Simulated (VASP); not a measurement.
# Mg (Fm-3m) in VASP: notebook

The runs below take Mg through single point, relaxation of cell and atoms, with r2SCAN.

Everything below comes from runs of VASP 6.6.1. Logs are shortened: lines on timing, memory, paths and dates and some standing lists are left out, and cuts for length are marked.

## (1) The cell of the first run

Symmetry: Fm-3m, No. 225, cubic system. Conventional cell: a = 4.669 Å, b = 4.669 Å, c = 4.669 Å, α = 90.00°, β = 90.00°, γ = 90.00°. Within 4.3 Å of Mg (site symmetry m-3m) lie 12 Mg at 3.30 Å.

This isn't the form of Mg at room conditions, which is hcp.

## (2) Single point, r2SCAN (25.44 Å³/atom)

The input, POSCAR:

```
Mg
1.0
    0.0000000000      2.3342573318      2.3342573318
    2.3342573318      0.0000000000      2.3342573318
    2.3342573318      2.3342573318      0.0000000000
Mg
1
Direct
    0.0000000000      0.0000000000      0.0000000000
```

The input, INCAR.step1:

```
SYSTEM = Mg
  PREC = Accurate
  ENCUT = 520
  ISMEAR = -1
  SIGMA = 0.1
  LREAL = .False.
  LASPH = .True.
  NELM = 60
  NBANDS = 7
  GGA = PE
  ALGO = Normal
  EDIFF = 1E-4
  LWAVE = .True.
  LCHARG = .False.
```

The input, INCAR.step2:

```
SYSTEM = Mg
  PREC = Accurate
  ENCUT = 520
  EDIFF = 1E-7
  ISMEAR = -1
  SIGMA = 0.1
  LREAL = .False.
  LASPH = .True.
  NELM = 60
  ALGO = Normal
  ISIF = 2
  LWAVE = .False.
  LCHARG = .False.
  METAGGA = R2SCAN
  LMIXTAU = .True.
  NBANDS = 7
  ISTART = 1
```

The input, KPOINTS:

```
regular mesh
0
Gamma
  14 14 14
  0 0 0
```

Potentials or basis: VASP PAW PBE potentials, release 64 (Mg).

The run is started by

```bash
$ cat potpaw_PBE.64/Mg/POTCAR > POTCAR
$ cp INCAR.step1 INCAR
$ mpirun -np 1 vasp_std > vasp.out
$ cp INCAR.step2 INCAR
$ mpirun -np 1 vasp_std > vasp.out
```

OUTCAR:

```text
SYSTEM = Mg
   PREC = Accurate
   ENCUT = 520
   EDIFF = 1E-7
   ISMEAR = -1
   LREAL = .False.
   LASPH = .True.
   NELM = 60
   ISIF = 2
   METAGGA = R2SCAN
   ISTART = 1

 ion  position               nearest neighbor table
   1  0.000  0.000  0.000-

  LATTYP: Found a face centered cubic cell.
 ALAT       =     4.6685146636

  Lattice vectors:

 A1 = (   0.0000000000,   2.3342573318,   2.3342573318)
 A2 = (   2.3342573318,   0.0000000000,   2.3342573318)
 A3 = (   2.3342573318,   2.3342573318,   0.0000000000)

Analysis of symmetry for initial positions (statically):
=====================================================================
 Subroutine PRICEL returns:
 Original cell was already a primitive cell.

 Routine SETGRP: Setting up the symmetry group for a
 face centered cubic supercell.

 Subroutine GETGRP returns: Found 48 space group operations
 (whereof 48 operations were pure point group operations)
 out of a pool of 48 trial point group operations.

The static configuration has the point symmetry O_h .

Analysis of symmetry for dynamics (positions and initial velocities):
=====================================================================
 Subroutine PRICEL returns:
 Original cell was already a primitive cell.

 Routine SETGRP: Setting up the symmetry group for a
 face centered cubic supercell.

 Subroutine GETGRP returns: Found 48 space group operations
 (whereof 48 operations were pure point group operations)
 out of a pool of 48 trial point group operations.

The dynamic configuration has the point symmetry O_h .

 Subroutine INISYM returns: Found 48 space group operations
 (whereof 48 operations are pure point group operations),
 and found     1 'primitive' translations

----------------------------------------------------------------------------------------

                                     Primitive cell

  volume of cell :      25.4376

  direct lattice vectors                    reciprocal lattice vectors
     0.000000000  2.334257332  2.334257332    -0.214200891  0.214200891  0.214200891
     2.334257332  0.000000000  2.334257332     0.214200891 -0.214200891  0.214200891
     2.334257332  2.334257332  0.000000000     0.214200891  0.214200891 -0.214200891

  length of vectors
     3.301138377  3.301138377  3.301138377     0.371006826  0.371006826  0.371006826

  position of ions in fractional coordinates (direct lattice)
     0.000000000  0.000000000  0.000000000

  ion indices of the primitive-cell ions
   primitive index   ion index
                 1           1

----------------------------------------------------------------------------------------

 KPOINTS: regular mesh

Automatic generation of k-mesh.
 Grid dimensions read from file:
 generate k-points for:   14   14   14

 Generating k-lattice:

  Cartesian coordinates                     Fractional coordinates (reciprocal lattice)
    -0.015300064  0.015300064  0.015300064     0.071428571  0.000000000  0.000000000
     0.015300064 -0.015300064  0.015300064     0.000000000  0.071428571  0.000000000
     0.015300064  0.015300064 -0.015300064     0.000000000  0.000000000  0.071428571

  Length of vectors
     0.026500488  0.026500488  0.026500488

  Shift w.r.t. Gamma in fractional coordinates (k-lattice)
     0.000000000  0.000000000  0.000000000

 Subroutine IBZKPT returns following result:
 ===========================================

 Found    104 irreducible k-points:

 Following reciprocal coordinates:
            Coordinates               Weight
  0.000000  0.000000  0.000000      1.000000
  0.071429  0.000000  0.000000      8.000000
  0.142857  0.000000  0.000000      8.000000
  0.214286  0.000000  0.000000      8.000000
  0.285714  0.000000  0.000000      8.000000
  0.357143  0.000000  0.000000      8.000000
[... 16 lines left out ...]
  0.214286  0.142857  0.000000     24.000000
  0.285714  0.142857  0.000000     24.000000
 [... further k-points ...]
   k-points           NKPTS =    104   k-points in BZ     NKDIM =    104   number of bands    NBANDS=      7
   number of dos      NEDOS =    301   number of ions     NIONS =      1
   total plane-waves  NPLWV =  21952
   dimension x,y,z NGX =    28 NGY =   28 NGZ =   28
   dimension x,y,z NGXF=    56 NGYF=   56 NGZF=   56
   ions per type =               1
   NGX,Y,Z   is equivalent  to a cutoff of  14.10, 14.10, 14.10 a.u.
   NGXF,Y,Z  is equivalent  to a cutoff of  28.20, 28.20, 28.20 a.u.
 SYSTEM =  Mg
   PREC   = accura    normal or accurate (medium, high low for compatibility)
   ISTART =      1    job   : 0-new  1-cont  2-samecut
   ICHARG =      0    charge: 1-file 2-atom 10-const
   ISPIN  =      1    spin polarized calculation?
   LNONCOLLINEAR =      F non collinear calculations
   LSORBIT =      F    spin-orbit coupling
   LASPH  =      T    aspherical Exc in radial PAW
   ENCUT  =  520.0 eV  38.22 Ry    6.18 a.u.   6.14  6.14  6.14*2*pi/ulx,y,z
   NELM   =     60;   NELMIN=  2; NELMDL=  0     # of ELM steps
   EDIFF  = 0.1E-06   stopping-criterion for ELM
   LREAL  =      F    real-space projection
   EDIFFG = 0.1E-05   stopping-criterion for IOM
   NSW    =      0    number of steps for IOM
   IBRION =     -1    ionic relax: 0-MD 1-quasi-New 2-CG
   NFREE  =      0    steps in history (QN), initial steepest desc. (CG)
   ISIF   =      2    stress and relaxation
   ISYM   =      2    0-nonsym 1-usesym 2-fastsym
   POTIM  = 0.5000    time-step for ionic-motion
   TEBEG  =    0.0;   TEEND  =   0.0 temperature during run
   PSTRESS=    0.0 pullay stress
   NELECT =       2.0000    total number of electrons
   NUPDOWN=      -1.0000    fix difference up-down
   EMIN   =  10.00;   EMAX   =-10.00  energy-range for DOS
   EFERMI =   0.00;   METHOD = LEGACY
   ISMEAR =    -1;   SIGMA  =   0.10  broadening in eV -4-tet -1-fermi 0-gaus
   EFERMI_NEDOS =   21; number of points for ismear=-14 and -15
   IALGO  =     38    algorithm
   IMIX   =      4    mixing-type and parameters
     AMIX     =   0.40;   BMIX     =  1.00
     AMIX_MAG =   1.60;   BMIX_MAG =  1.00
  volume/ion in A,a.u.               =      25.44       171.66
  Fermi-wavevector in a.u.,A,eV,Ry     =   0.701336  1.325333  6.692326  0.491872
  Thomas-Fermi vector in A             =   1.785735
   LORBIT       =      0    0 simple, 1 ext, 2 COOP (PROOUT), +10 PAW based schemes
   METAGGA = R2SCAN    functional components
   LHFCALC =     F    Hartree Fock is set to
   AEXX    =    0.0000 exact exchange contribution
   IVDW    =     0    specifies the selected vdW correction
   LEPSILON=     F    determine dielectric tensor
   LRPA    =     F    only Hartree local field effects (RPA)
 non-spin polarized calculation
  energy-cutoff  :      520.00
  volume of cell :       25.44
 maximum number of plane-waves:       701
 NGX is ok and might be reduce to    28
   NGX = 13   NGY = 13   NGZ = 13

 number of electron       2.0000000 magnetization

 Free energy of the ion-electron system (eV)
  ---------------------------------------------------
  ext. energy  EPLUGINS =         0.00000000
  ---------------------------------------------------
  free energy    TOTEN  =        -4.10309565 eV

  energy without entropy =       -4.09018808  energy(sigma->0) =       -4.09664186

 E-fermi :   2.1107     XC(G=0):  -8.7192

 val. band max:        2.0904743013   @ k =   0.5000   0.1429   0.0000
 cond. band min:       2.1605380210   @ k =  -0.4286   0.4286   0.0000
 fundamental gap:      0.0700637197
 Fermi energy:         2.1107319545

 k-point     1 :       0.0000    0.0000    0.0000
  band No.  band energies     occupation
      1      -4.8176      2.00000
      2      14.6792      0.00000
      3      14.6792      0.00000
      4      14.6792      0.00000
      5      16.3847      0.00000
      6      16.3847      0.00000
      7      16.3847      0.00000

 k-point     2 :       0.0714    0.0000    0.0000
  band No.  band energies     occupation
      1      -4.7044      2.00000
      2      12.9288      0.00000
      3      14.3806      0.00000
      4      14.3806      0.00000
      5      16.4814      0.00000
      6      16.8758      0.00000
      7      16.8758      0.00000

 k-point     3 :       0.1429    0.0000    0.0000
  band No.  band energies     occupation
      1      -4.3653      2.00000
      2      10.5400      0.00000
      3      13.9068      0.00000
      4      13.9068      0.00000
      5      16.1886      0.00000
      6      17.8955      0.00000
      7      17.8955      0.00000

 k-point     4 :       0.2143    0.0000    0.0000
  band No.  band energies     occupation
      1      -3.8025      2.00000
      2       8.2263      0.00000
      3      13.5384      0.00000
      4      13.5384      0.00000
      5      15.8861      0.00000
      6      17.2553      0.00000
      7      17.2553      0.00000

 k-point     5 :       0.2857    0.0000    0.0000
  band No.  band energies     occupation
      1      -3.0195      2.00000
      2       6.0599      0.00000
      3      13.3328      0.00000
      4      13.3328      0.00000
      5      15.6938      0.00000
      6      16.1476      0.00000
      7      16.1476      0.00000
[... 161 lines left out ...]
 k-point    22 :       0.1429    0.1429    0.0000
  band No.  band energies     occupation
      1      -4.2150      2.00000
      2      12.0576      0.00000
      3      12.2745      0.00000
      4      12.2745      0.00000
      5      14.7767      0.00000
      6      15.8076      0.00000
      7      19.7505      0.00000

 k-point    23 :       0.2143    0.1429    0.0000
  band No.  band energies     occupation
      1      -3.8025      2.00000
      2      10.0012      0.00000
      3      11.7346      0.00000
      4      12.4898      0.00000
      5      14.0452      0.00000
      6      15.2567      0.00000
      7      19.9389      0.00000

 k-point    24 :       0.2857    0.1429    0.0000
  band No.  band energies     occupation
      1      -3.1682      2.00000
      2       7.8055      0.00000
      3      11.3858      0.00000
      4      12.1996      0.00000
      5      13.0947      0.00000
      6      16.2367      0.00000
      7      19.5740      0.00000

 [... further k-points ...]

------------------------ aborting loop because EDIFF is reached ----------------------------------------

  FORCE on cell =-STRESS in cart. coord.  units (eV):
  Direction    XX          YY          ZZ          XY          YZ          ZX
  --------------------------------------------------------------------------------------
  -------------------------------------------------------------------------------------
  Total       -0.5806555     -0.5806555     -0.5806555     -0.0000000     -0.0000000      0.0000000
  in kB      -36.5723566    -36.5723566    -36.5723566     -0.0000000     -0.0000000      0.0000000
  external PRESSURE =     -36.5723566 kB  Pullay stress =       0.0000000 kB

 VOLUME and BASIS-vectors are now :
 -----------------------------------------------------------------------------
  energy-cutoff  :      520.00
  volume of cell :       25.44
      direct lattice vectors                 reciprocal lattice vectors
     0.000000000  2.334257332  2.334257332    -0.214200891  0.214200891  0.214200891
     2.334257332  0.000000000  2.334257332     0.214200891 -0.214200891  0.214200891
     2.334257332  2.334257332  0.000000000     0.214200891  0.214200891 -0.214200891

 POSITION                                       TOTAL-FORCE (eV/Angst)
 -----------------------------------------------------------------------------------
      0.00000      0.00000      0.00000         0.000000      0.000000      0.000000
 -----------------------------------------------------------------------------------
    total drift:                                0.000000     -0.000000     -0.000000

  FREE ENERGIE OF THE ION-ELECTRON SYSTEM (eV)
  ---------------------------------------------------
  free  energy   TOTEN  =        -4.1030956457 eV

  energy  without entropy=       -4.0901880793  energy(sigma->0) =       -4.09664186
```

It took 61 s on 1 thread of AMD EPYC 7R13 (Zen 3), shared host; peak memory 0.14 GiB.

What came out:

```yaml
Free_energy: -4.1031 eV
Pressure: -3.7 GPa
Band_gap_on_the_k_mesh: zero (bands 1 and 2 overlap by 2.25 eV)
```

Caveat: the cell stands under tension; the PAW data sets were made with another functional, which shifts forces and pressure a little.

## (3) Single point, r2SCAN

This run uses another cell than the first one, of 22.71 Å³/atom.

The input, POSCAR:

```
Mg
1.0
    0.0000000000      2.2477226608      2.2477226608
    2.2477226608      0.0000000000      2.2477226608
    2.2477226608      2.2477226608      0.0000000000
Mg
1
Direct
    0.0000000000      0.0000000000      0.0000000000
```

The input, INCAR.step1:

```
SYSTEM = Mg
ALGO = Normal
EDIFF = 1E-4
ENCUT = 520
GGA = PE
ISMEAR = -1
LASPH = .TRUE.
LCHARG = .FALSE.
LREAL = .FALSE.
LWAVE = .TRUE.
NBANDS = 7
NELM = 80
PREC = Accurate
SIGMA = 0.1
```

The input, INCAR.step2:

```
SYSTEM = Mg
ALGO = Normal
EDIFF = 1E-7
ENCUT = 520
ISIF = 2
ISMEAR = -1
ISTART = 1
LASPH = .TRUE.
LCHARG = .FALSE.
LMIXTAU = .TRUE.
LREAL = .FALSE.
LWAVE = .FALSE.
METAGGA = R2SCAN
NBANDS = 7
NELM = 80
PREC = Accurate
SIGMA = 0.1
```

The input, KPOINTS:

```
k-points
0
G
  20 20 20
  0 0 0
```

Potentials or basis: VASP PAW PBE potentials, release 64 (Mg).

The run is started by

```bash
$ cat potpaw_PBE.64/Mg/POTCAR > POTCAR
$ cp INCAR.step1 INCAR
$ mpirun -np 1 vasp_std > vasp.out
$ cp INCAR.step2 INCAR
$ mpirun -np 1 vasp_std > vasp.out
```

Run time: 90 s. Hardware: 1 thread of AMD EPYC 7R13 (Zen 3), shared host; peak memory 0.14 GiB.

It converged, with:

```yaml
Free_energy: -4.1365 eV
Pressure: -0.2 GPa
Band_gap_on_the_k_mesh: zero (bands 1 and 2 overlap by 2.75 eV)
```

Levels at points of the mesh, in eV from the Fermi level:
```
           k point  band 1  band 2  band 3  band 4  band 5  band 6
(0.00, 0.00, 0.00)   -7.41   13.28   13.28   13.28   15.59   15.59
(0.50, 0.00, 0.00)   -1.93   -1.22   12.10   12.10   13.20   13.20
(0.50, 0.50, 0.00)   -0.27    0.91    6.48    7.55    7.55   10.92
```

Caveat: the PAW data sets were made with another functional, which shifts forces and pressure a little.

## (4) Relaxation of cell and atoms, r2SCAN

This run uses another cell than the first one, of 23.24 Å³/atom.

The input, POSCAR:

```
Mg
1.0
    0.0000000000      2.2649029606      2.2649029606
    2.2649029606      0.0000000000      2.2649029606
    2.2649029606      2.2649029606      0.0000000000
Mg
1
Direct
    0.0000000000      0.0000000000      0.0000000000
```

The input, INCAR.step1:

```
SYSTEM = Mg
  ALGO = Normal
  EDIFF = 1E-4
  ENCUT = 600
  GGA = PE
  ISMEAR = -1
  LASPH = .True.
  LCHARG = .False.
  LREAL = .False.
  LWAVE = .True.
  NELM = 100
  PREC = Accurate
  SIGMA = 0.1
```

The input, INCAR.step2:

```
SYSTEM = Mg
  ALGO = Normal
  EDIFF = 1E-6
  EDIFFG = -0.01
  ENCUT = 600
  IBRION = 2
  ISIF = 3
  ISMEAR = -1
  ISTART = 1
  LASPH = .True.
  LCHARG = .False.
  LMIXTAU = .True.
  LREAL = .False.
  LWAVE = .False.
  METAGGA = R2SCAN
  NELM = 100
  NSW = 80
  PREC = Accurate
  SIGMA = 0.1
```

The input, KPOINTS:

```
k-points
0
Gamma
  12 12 12
  0 0 0
```

The run is started by

```bash
$ cat potpaw_PBE.64/Mg/POTCAR > POTCAR
$ cp INCAR.step1 INCAR
$ mpirun -np 1 vasp_std > vasp.out
$ cp INCAR.step2 INCAR
$ mpirun -np 1 vasp_std > vasp.out
```

It took 66 s on 1 thread of AMD EPYC 7R13 (Zen 3), shared host; peak memory 0.14 GiB.

Results (log left out):

```
Free energy                           : -4.1349 eV
Relaxed volume                        : 22.58 Å³/atom
Relaxed cell                          : a = 3.173 Å, b = 3.173 Å, c = 3.173 Å, α = 60.00°, β = 60.00°, γ = 60.00°
Space group after relaxing (to 0.1 Å) : Fm-3m (No. 225)
Energy gained by relaxing             : 2.4 meV/atom
Ionic steps                           : 3
Pressure after relaxing               : 0.0 GPa
Band gap on the k mesh                : zero (bands 1 and 2 overlap by 2.76 eV)
```

The path:
```tsv
step	energy change (eV)	largest force (eV/Å)	pressure (GPa)	volume (Å³)
1	0.0000	0.0000	-1.09	23.24
2	-0.0023	0.0000	-0.25	22.71
3	-0.0024	0.0000	-0.04	22.58
```

Final structure:
```yaml
crystal:
  lattice:
    - [0.00000, 2.24344, 2.24344]
    - [2.24344, 0.00000, 2.24344]
    - [2.24344, 2.24344, 0.00000]
  atoms:
    - { symbol: Mg, position: [0.00000, 0.00000, 0.00000] }
```

Levels at points of the mesh, in eV from the Fermi level:
```tsv
k point	band 1	band 2	band 3	band 4	band 5
(0.00, 0.00, 0.00)	-7.42	13.33	13.33	13.33	15.67
(0.50, 0.00, 0.00)	-1.92	-1.21	12.14	12.14	13.27
(0.50, 0.50, 0.00)	-0.25	0.93	6.51	7.59	7.59
```

Caveat: the PAW data sets were made with another functional, which shifts forces and pressure a little.

## (5) Single point, r2SCAN, non-collinear spin, zero start, spin-orbit coupling

This run uses another cell than the first one, of 22.71 Å³/atom.

The input, POSCAR:

```
Mg
1.0
    0.0000000000      2.2477226608      2.2477226608
    2.2477226608      0.0000000000      2.2477226608
    2.2477226608      2.2477226608      0.0000000000
Mg
1
Direct
    0.0000000000      0.0000000000      0.0000000000
```

The input, INCAR.step1:

```
SYSTEM = Mg
PREC = Accurate
ENCUT = 520
ISMEAR = -1
SIGMA = 0.1
LREAL = .False.
LASPH = .True.
NELM = 150
LNONCOLLINEAR = .True.
MAGMOM = 0 0 0
LSORBIT = .True.
GGA_COMPAT = .False.
NBANDS = 13
GGA = PE
ALGO = Normal
EDIFF = 1E-4
LWAVE = .True.
LCHARG = .False.
```

The input, INCAR.step2:

```
SYSTEM = Mg
PREC = Accurate
ENCUT = 520
EDIFF = 1E-6
ISMEAR = -1
SIGMA = 0.1
LREAL = .False.
LASPH = .True.
NELM = 150
ALGO = Normal
ISIF = 2
LWAVE = .False.
LCHARG = .False.
LNONCOLLINEAR = .True.
MAGMOM = 0 0 0
LORBIT = 11
LSORBIT = .True.
GGA_COMPAT = .False.
LORBMOM = .True.
METAGGA = R2SCAN
LMIXTAU = .True.
NBANDS = 13
ISTART = 1
```

The input, KPOINTS:

```
Automatic mesh
0
Gamma
  12 12 12
  0 0 0
```

The run is started by

```bash
$ cat potpaw_PBE.64/Mg/POTCAR > POTCAR
$ cp INCAR.step1 INCAR
$ mpirun -np 1 vasp_ncl > vasp.out
$ cp INCAR.step2 INCAR
$ mpirun -np 1 vasp_ncl > vasp.out
```

Run time: 2.4 min. Hardware: 1 thread of AMD EPYC 7R13 (Zen 3), shared host; peak memory 0.2 GiB.

Results (log left out):

```yaml
Free_energy: -4.1347 eV
Pressure: -0.3 GPa
Net_moment: 0.00 μB per cell
Valence_electrons_inside_the_program's_atomic_spheres: Mg 0.34
```

Moments on the atoms (μB; x, y, z):
```
Mg  0.00 0.00 0.00
```

Caveat: the PAW data sets were made with another functional, which shifts forces and pressure a little.

## (6) Overview

```tsv
task	spin	cell	k mesh	cutoff (eV)	gap on the mesh (eV)	pressure (GPa)
single point	off	a = 3.301 Å, angles 60.0°, 1 atom	14 × 14 × 14	520	none	-3.7
single point	off	a = 3.179 Å, angles 60.0°, 1 atom	20 × 20 × 20	520	none	-0.2
relaxation of cell and atoms	off	relaxed from a = 3.203 Å, angles 60.0°, 1 atom	12 × 12 × 12	600	none	0.0
single point	non-collinear, zero start, SOC	a = 3.179 Å, angles 60.0°, 1 atom	12 × 12 × 12	520	-	-0.3
```

Alike in all rows: level r2SCAN; potentials or basis VASP PAW PBE potentials, release 64 (Mg); smearing fermi-dirac 0.1 eV.

Caveats: the PAW data sets were made with another functional, which shifts forces and pressure a little; the cell stands under tension (at least some runs).

Absolute energies hang on the potentials; compare differences alone.

The gap in the log of VASP goes by the Fermi energy; the results here count the filled bands.